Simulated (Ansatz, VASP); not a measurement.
PbF2: VASP beside Ansatz

```
CELL_PARAMETERS angstrom
0.00000 2.96060 2.96060
2.96060 0.00000 2.96060
2.96060 2.96060 0.00000
ATOMIC_POSITIONS crystal
Pb 0.00000 0.00000 0.00000
F 0.25000 0.25000 0.25000
F 0.75000 0.75000 0.75000
```

Alike in both runs: functional r2SCAN; k mesh 8 × 8 × 8; occupations gaussian, width 0.02 eV; no spin polarisation.

Ansatz relaxed the structure, and its values are those at the end. VASP's run is a single point on that final structure, the one shown.

```csv
,VASP,Ansatz
version,VASP 6.6.1,Ansatz 0.2.0
potentials or method,"VASP PAW PBE potentials, release 64 (Pb_d, F), cutoff 520 eV","scalar-relativistic, plane waves, PAW"
valence electrons in the cell,28,28
```

VASP gave:

- gap on the k mesh at the Fermi level (eV): 4.93
- least direct gap on the mesh (eV): 5.08
- pressure (GPa): -0.1

Problem. What did Ansatz give for the same quantities?

Solution. gap on the k mesh at the Fermi level (eV): 4.93; least direct gap on the mesh (eV): 5.07; pressure (GPa): 0.0.

VASP's potentials were made for PBE, not for r2SCAN.

Neither program's run includes spin-orbit coupling.
